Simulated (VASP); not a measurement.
**Y2HfF: single point with PBE**

The system is Y2HfF.

```
Y Hf F
1.0
     3.47239    0.00000    0.00000
     0.00000    3.47239    0.00000
     0.00000    0.00000    8.82583
Y Hf F
2 1 1
Direct
  0.50000 0.50000 0.25107
  0.50000 0.50000 0.74893
  0.00000 0.00000 0.00000
  0.50000 0.50000 0.50000
```

| Item | Value |
| --- | --- |
| Program | VASP 6.6.1 |
| Task | single point |
| Functional | PBE |
| Potentials or basis | VASP PAW PBE potentials, release 64 (Y_sv, Hf_pv, F) |
| Cutoff | 520 eV |
| k mesh | 14 × 14 × 6 |
| Occupations | gaussian, width 0.1 eV |
| Spin | no spin polarisation |

| Property | Result |
| --- | --- |
| Pressure | -0.2 GPa |
| Largest force | 0.020 eV/Å |

Forces in eV/Å, atoms in the order of the input:
```
Y    0.000  0.000 -0.020
Y    0.000  0.000  0.020
Hf   0.000  0.000  0.000
F    0.000  0.000  0.000
```

Levels at points of the mesh, in eV from the Fermi level:
| k point | band 17 | band 18 | band 19 | band 20 | band 21 | band 22 |
| --- | --- | --- | --- | --- | --- | --- |
| (0.00, 0.00, 0.00) | -2.71 | -2.28 | -1.26 | 0.05 | 1.39 | 1.57 |
| (0.50, 0.00, 0.00) | -1.61 | -1.34 | 0.38 | 0.58 | 0.61 | 1.37 |
| (0.50, 0.50, 0.00) | -1.56 | -0.92 | -0.83 | -0.83 | 0.49 | 0.49 |
| (0.00, 0.00, 0.50) | -3.00 | -2.07 | -1.24 | -0.01 | 1.46 | 1.79 |
| (0.50, 0.00, 0.50) | -1.70 | -1.18 | 0.41 | 0.71 | 0.84 | 1.33 |
| (0.50, 0.50, 0.50) | -1.40 | -1.07 | -0.73 | -0.73 | 0.30 | 0.30 |

Run time: 6 min on 1 thread of Intel Xeon 6975P-C, with other jobs on the host, peak memory 0.57 GiB.

Caveat: spin-orbit coupling is left out, which moves the levels of the heavy elements; an odd number of electrons without spin polarisation forces a metal; a magnetic or distorted state may lie lower.
